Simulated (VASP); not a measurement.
# Au (Fm-3m) in VASP: further runs

Au is run at these levels: PBE; tasks: single point, relaxation of cell and atoms.

Everything below comes from runs of VASP 6.6.1. Logs are shortened: lines on timing, memory, paths and dates and some standing lists are left out, and cuts for length are marked.

## Step 1: The cell of the first run

Symmetry: Fm-3m, No. 225, cubic system. The conventional cell has a = 4.158 Å, b = 4.158 Å, c = 4.158 Å, α = 90.00°, β = 90.00°, γ = 90.00°. Au (site symmetry m-3m) has 12 Au at 2.94 Å within 3.9 Å.

## Step 2: Single point, PBE

Contents of INCAR:

```
SYSTEM = Au
  PREC = Accurate
  ENCUT = 500
  EDIFF = 1E-6
  ISMEAR = 1
  SIGMA = 0.05
  LREAL = .False.
  LASPH = .True.
  NELM = 120
  ALGO = Normal
  ISIF = 2
  LWAVE = .False.
  LCHARG = .False.
  GGA = PE
  NBANDS = 12
  GGA_COMPAT = .False.
```

Contents of KPOINTS:

```
Automatic mesh
0
Gamma
  20 20 20
  0 0 0
```

Contents of POSCAR:

```
Au
1.0
    0.0000000000      2.0790922049      2.0790922049
    2.0790922049      0.0000000000      2.0790922049
    2.0790922049      2.0790922049      0.0000000000
Au
1
Direct
    0.0000000000      0.0000000000      0.0000000000
```

Potentials or basis: VASP PAW PBE potentials, release 64 (Au).

Started as:

```bash
$ cat potpaw_PBE.64/Au/POTCAR > POTCAR
$ mpirun -np 1 vasp_std > vasp.out
```

OUTCAR:

```text
SYSTEM = Au
   PREC = Accurate
   ENCUT = 500
   EDIFF = 1E-6
   ISMEAR = 1
   LREAL = .False.
   LASPH = .True.
   NELM = 120
   ISIF = 2
   GGA = PE

 ion  position               nearest neighbor table
   1  0.000  0.000  0.000-

  LATTYP: Found a face centered cubic cell.
 ALAT       =     4.1581844098

  Lattice vectors:

 A1 = (   0.0000000000,   2.0790922049,   2.0790922049)
 A2 = (   2.0790922049,   0.0000000000,   2.0790922049)
 A3 = (   2.0790922049,   2.0790922049,   0.0000000000)

Analysis of symmetry for initial positions (statically):
=====================================================================
 Subroutine PRICEL returns:
 Original cell was already a primitive cell.

 Routine SETGRP: Setting up the symmetry group for a
 face centered cubic supercell.

 Subroutine GETGRP returns: Found 48 space group operations
 (whereof 48 operations were pure point group operations)
 out of a pool of 48 trial point group operations.

The static configuration has the point symmetry O_h .

Analysis of symmetry for dynamics (positions and initial velocities):
=====================================================================
 Subroutine PRICEL returns:
 Original cell was already a primitive cell.

 Routine SETGRP: Setting up the symmetry group for a
 face centered cubic supercell.

 Subroutine GETGRP returns: Found 48 space group operations
 (whereof 48 operations were pure point group operations)
 out of a pool of 48 trial point group operations.

The dynamic configuration has the point symmetry O_h .

 Subroutine INISYM returns: Found 48 space group operations
 (whereof 48 operations are pure point group operations),
 and found     1 'primitive' translations

----------------------------------------------------------------------------------------

                                     Primitive cell

  volume of cell :      17.9743

  direct lattice vectors                    reciprocal lattice vectors
     0.000000000  2.079092205  2.079092205    -0.240489575  0.240489575  0.240489575
     2.079092205  0.000000000  2.079092205     0.240489575 -0.240489575  0.240489575
     2.079092205  2.079092205  0.000000000     0.240489575  0.240489575 -0.240489575

  length of vectors
     2.940280394  2.940280394  2.940280394     0.416540162  0.416540162  0.416540162

  position of ions in fractional coordinates (direct lattice)
     0.000000000  0.000000000  0.000000000

  ion indices of the primitive-cell ions
   primitive index   ion index
                 1           1

[... 83 lines left out ...]
   NUPDOWN=      -1.0000    fix difference up-down
   EMIN   =  10.00;   EMAX   =-10.00  energy-range for DOS
   EFERMI =   0.00;   METHOD = LEGACY
   ISMEAR =     1;   SIGMA  =   0.05  broadening in eV -4-tet -1-fermi 0-gaus
   EFERMI_NEDOS =   21; number of points for ismear=-14 and -15
   IALGO  =     38    algorithm
   IMIX   =      4    mixing-type and parameters
     AMIX     =   0.40;   BMIX     =  1.00
     AMIX_MAG =   1.60;   BMIX_MAG =  1.00
  volume/ion in A,a.u.               =      17.97       121.30
  Fermi-wavevector in a.u.,A,eV,Ry     =   1.389916  2.626561 26.284650  1.931867
  Thomas-Fermi vector in A             =   2.513901
   LORBIT       =      0    0 simple, 1 ext, 2 COOP (PROOUT), +10 PAW based schemes
   GGA     = PE    functional components
   LHFCALC =     F    Hartree Fock is set to
   AEXX    =    0.0000 exact exchange contribution
   IVDW    =     0    specifies the selected vdW correction
   LEPSILON=     F    determine dielectric tensor
   LRPA    =     F    only Hartree local field effects (RPA)
 non-spin polarized calculation
 Methfessel and Paxton  Order N= 1 SIGMA  =   0.05
  energy-cutoff  :      500.00
  volume of cell :       17.97
 maximum number of plane-waves:       471
 NGX is ok and might be reduce to    24
   NGX = 11   NGY = 11   NGZ = 11

 number of electron      11.0000001 magnetization

 Free energy of the ion-electron system (eV)
  ---------------------------------------------------
  ext. energy  EPLUGINS =         0.00000000
  ---------------------------------------------------
  free energy    TOTEN  =        -3.22156842 eV

  energy without entropy =       -3.22138497  energy(sigma->0) =       -3.22150727

 E-fermi :   8.5599     XC(G=0): -12.3994

 val. band max:        8.5566458285   @ k =   0.5000   0.1500   0.0500
 cond. band min:       8.6500688580   @ k =   0.5000   0.3000   0.1000
 fundamental gap:      0.0934230295
 Fermi energy:         8.5598512809

 k-point     1 :       0.0000    0.0000    0.0000
  band No.  band energies     occupation
      1      -0.6940      2.00000
      2       4.1953      2.00000
      3       4.1953      2.00000
      4       4.1953      2.00000
      5       5.5732      2.00000
      6       5.5732      2.00000
      7      23.1928      0.00000
      8      26.8851      0.00000
      9      26.8851      0.00000
     10      26.8851      0.00000
     11      31.6239      0.00000
     12      35.7026      0.00000
[... 331 lines left out ...]
 k-point    24 :      -0.3500    0.0500    0.0000
  band No.  band energies     occupation
      1       1.7755      2.00000
      2       4.2597      2.00000
      3       4.3148      2.00000
      4       5.2851      2.00000
      5       6.1668      2.00000
      6       6.6823      2.00000
      7      14.9487      0.00000
      8      23.2000      0.00000
      9      25.3723      0.00000
     10      26.8846      0.00000
     11      31.3142      0.00000
     12      32.0824      0.00000

 [... further k-points ...]

------------------------ aborting loop because EDIFF is reached ----------------------------------------

  FORCE on cell =-STRESS in cart. coord.  units (eV):
  Direction    XX          YY          ZZ          XY          YZ          ZX
  --------------------------------------------------------------------------------------
  -------------------------------------------------------------------------------------
  Total       -0.0282308     -0.0282308     -0.0282308      0.0000000      0.0000000      0.0000000
  in kB       -2.5164185     -2.5164185     -2.5164185      0.0000000      0.0000000      0.0000000
  external PRESSURE =      -2.5164185 kB  Pullay stress =       0.0000000 kB

 VOLUME and BASIS-vectors are now :
 -----------------------------------------------------------------------------
  energy-cutoff  :      500.00
  volume of cell :       17.97
      direct lattice vectors                 reciprocal lattice vectors
     0.000000000  2.079092205  2.079092205    -0.240489575  0.240489575  0.240489575
     2.079092205  0.000000000  2.079092205     0.240489575 -0.240489575  0.240489575
     2.079092205  2.079092205  0.000000000     0.240489575  0.240489575 -0.240489575

 POSITION                                       TOTAL-FORCE (eV/Angst)
 -----------------------------------------------------------------------------------
      0.00000      0.00000      0.00000         0.000000     -0.000000      0.000000
 -----------------------------------------------------------------------------------
    total drift:                               -0.000000      0.000000      0.000000

  FREE ENERGIE OF THE ION-ELECTRON SYSTEM (eV)
  ---------------------------------------------------
  free  energy   TOTEN  =        -3.2215684185 eV

  energy  without entropy=       -3.2213849660  energy(sigma->0) =       -3.22150727
```

It took 20 s on 1 thread of Intel Xeon 6975P-C (Granite Rapids), shared host; peak memory 0.18 GiB.

Results:

| Property | Result |
| --- | --- |
| Free energy | -3.2216 eV |
| Pressure | -0.3 GPa |
| Band gap on the k mesh | zero (an odd number of electrons rules out a gap without spin polarisation) |

Caveat: spin-orbit coupling is left out, which moves the levels of the heavy elements.

## Step 3: Relaxation of cell and atoms, PBE

This run uses another cell than the first one, of 16.85 Å³/atom.

Contents of INCAR:

```
PREC = Accurate
ENCUT = 500
EDIFF = 1E-7
ISMEAR = 1
SIGMA = 0.05
LREAL = F
LASPH = T
NELM = 120
ALGO = Normal
ISIF = 3
LWAVE = F
LCHARG = F
GGA = PE
IBRION = 2
NSW = 80
EDIFFG = -0.01
GGA_COMPAT = F
NELMIN = 4
```

Contents of KPOINTS:

```
regular mesh
0
Gamma
  20 20 20
```

Contents of POSCAR:

```
Au
1.0
    0.0000000000      2.0350000000      2.0350000000
    2.0350000000      0.0000000000      2.0350000000
    2.0350000000      2.0350000000      0.0000000000
Au
1
Direct
    0.0000000000      0.0000000000      0.0000000000
```

Potentials or basis: VASP PAW PBE potentials, release 64 (Au).

Started as:

```bash
$ cat potpaw_PBE.64/Au/POTCAR > POTCAR
$ mpirun -np 1 vasp_std > vasp.out
```

Run time: 42 s. Hardware: 1 thread of Intel Xeon 6975P-C (Granite Rapids), shared host; peak memory 0.18 GiB.

Results (log left out):

| Item | Value |
| --- | --- |
| Free energy | -3.2208 eV |
| Relaxed volume | 17.95 Å³/atom |
| Relaxed cell | a = 2.939 Å, b = 2.939 Å, c = 2.939 Å, α = 60.00°, β = 60.00°, γ = 60.00° |
| Space group after relaxing (to 0.1 Å) | Fm-3m (No. 225) |
| Energy gained by relaxing | 33.5 meV/atom |
| Ionic steps | 4 |
| Pressure after relaxing | 0.0 GPa |
| Band gap on the k mesh | zero (an odd number of electrons rules out a gap without spin polarisation) |

The path:
| step | energy change (eV) | largest force (eV/Å) | pressure (GPa) | volume (Å³) |
| --- | --- | --- | --- | --- |
| 1 | 0.0000 | 0.0000 | 10.59 | 16.85 |
| 2 | 0.0276 | 0.0000 | -9.92 | 19.72 |
| 3 | -0.0334 | 0.0000 | -0.23 | 17.98 |
| 4 | -0.0335 | 0.0000 | -0.04 | 17.95 |

Final structure:
```
Au
1.0
     0.00000    2.07822    2.07822
     2.07822    0.00000    2.07822
     2.07822    2.07822    0.00000
Au
1
Direct
  0.00000 0.00000 0.00000
```

Levels at points of the mesh, in eV from the Fermi level:
| k point | band 2 | band 3 | band 4 | band 5 | band 6 | band 7 | band 8 | band 9 |
| --- | --- | --- | --- | --- | --- | --- | --- | --- |
| (0.00, 0.00, 0.00) | -4.37 | -4.37 | -4.37 | -2.99 | -2.99 | 14.63 | 18.33 | 18.33 |
| (0.50, 0.00, 0.00) | -4.40 | -4.40 | -1.89 | -1.89 | -0.67 | 2.85 | 14.07 | 16.79 |
| (0.50, 0.50, 0.00) | -6.26 | -1.94 | -1.60 | -1.60 | 1.22 | 5.41 | 9.91 | 9.91 |

Caveat: spin-orbit coupling is left out, which moves the levels of the heavy elements.

## Step 4: Relaxation of cell and atoms, PBE, target pressure 15 GPa, at which the enthalpy is minimised

This run uses another cell than the first one, of 16.85 Å³/atom.

Contents of INCAR:

```
SYSTEM = Au
PREC = Accurate
ENCUT = 500
EDIFF = 1E-7
ISMEAR = 1
SIGMA = 0.05
LREAL = .FALSE.
LASPH = .TRUE.
NELM = 120
ALGO = Normal
ISIF = 3
LWAVE = .FALSE.
LCHARG = .FALSE.
GGA = PE
IBRION = 2
NSW = 80
EDIFFG = -0.01
PSTRESS = 150.0
GGA_COMPAT = .FALSE.
NELMIN = 4
```

Contents of KPOINTS:

```
regular mesh
0
G
  20 20 20
  0 0 0
```

POSCAR is that of step 3.

Started as:

```bash
$ cat potpaw_PBE.64/Au/POTCAR > POTCAR
$ mpirun -np 1 vasp_std > vasp.out
```

Wall time 36 s (1 thread of Intel Xeon 6975P-C (Granite Rapids), shared host); peak memory 0.17 GiB.

The run converged. Its results:

| Quantity | Value |
| --- | --- |
| Free energy | -3.1602 eV |
| Relaxed volume | 16.51 Å³/atom |
| Relaxed cell | a = 2.858 Å, b = 2.858 Å, c = 2.858 Å, α = 60.00°, β = 60.00°, γ = 60.00° |
| Space group after relaxing (to 0.1 Å) | Fm-3m (No. 225) |
| Energy change on relaxing (the run minimises the enthalpy) | +27.2 meV/atom |
| Ionic steps | 3 |
| Pressure after relaxing | 14.9 GPa |
| Band gap on the k mesh | zero (an odd number of electrons rules out a gap without spin polarisation) |

Step by step:
```
step  energy change (eV)  largest force (eV/Å)  pressure (GPa)  volume (Å³)
   1              0.0000                0.0000           10.59        16.85
   2              0.1253                0.0000           26.80        15.75
   3              0.0272                0.0000           14.93        16.51
```

Final structure:
```
CELL_PARAMETERS angstrom
0.00000 2.02112 2.02112
2.02112 0.00000 2.02112
2.02112 2.02112 0.00000
ATOMIC_POSITIONS crystal
Au 0.00000 0.00000 0.00000
```

Levels at points of the mesh, in eV from the Fermi level:
| k point | band 4 | band 5 | band 6 | band 7 | band 8 | band 9 |
| --- | --- | --- | --- | --- | --- | --- |
| (0.00, 0.00, 0.00) | -4.86 | -3.26 | -3.26 | 14.48 | 18.66 | 18.66 |
| (0.50, 0.00, 0.00) | -1.99 | -1.99 | -1.10 | 3.25 | 13.94 | 17.38 |
| (0.50, 0.50, 0.00) | -1.65 | -1.65 | 0.94 | 6.05 | 10.11 | 10.11 |

Caveat: the cell is relaxed towards a set pressure, so the run minimises the enthalpy, not the energy; spin-orbit coupling is left out, which moves the levels of the heavy elements.

## Step 5: Summary

```tsv
task	cell	gap on the mesh (eV)	pressure (GPa)
single point	a = 2.940 Å, angles 60.0°, 1 atom	none	-0.3
relaxation of cell and atoms	relaxed from a = 2.878 Å, angles 60.0°, 1 atom	none	0.0
relaxation of cell and atoms	relaxed to 15 GPa from a = 2.878 Å, angles 60.0°, 1 atom	none	14.9
```

Alike in all rows: level PBE; potentials or basis VASP PAW PBE potentials, release 64 (Au); no spin polarisation; k mesh 20 × 20 × 20; cutoff (eV) 500; smearing methfessel-paxton 0.05 eV.

Caveats: spin-orbit coupling is left out, which moves the levels of the heavy elements; the cell is relaxed towards a set pressure, so the run minimises the enthalpy, not the energy (at least some runs).

Total energies depend on the potentials used, so only differences within one code and one set of settings carry meaning.
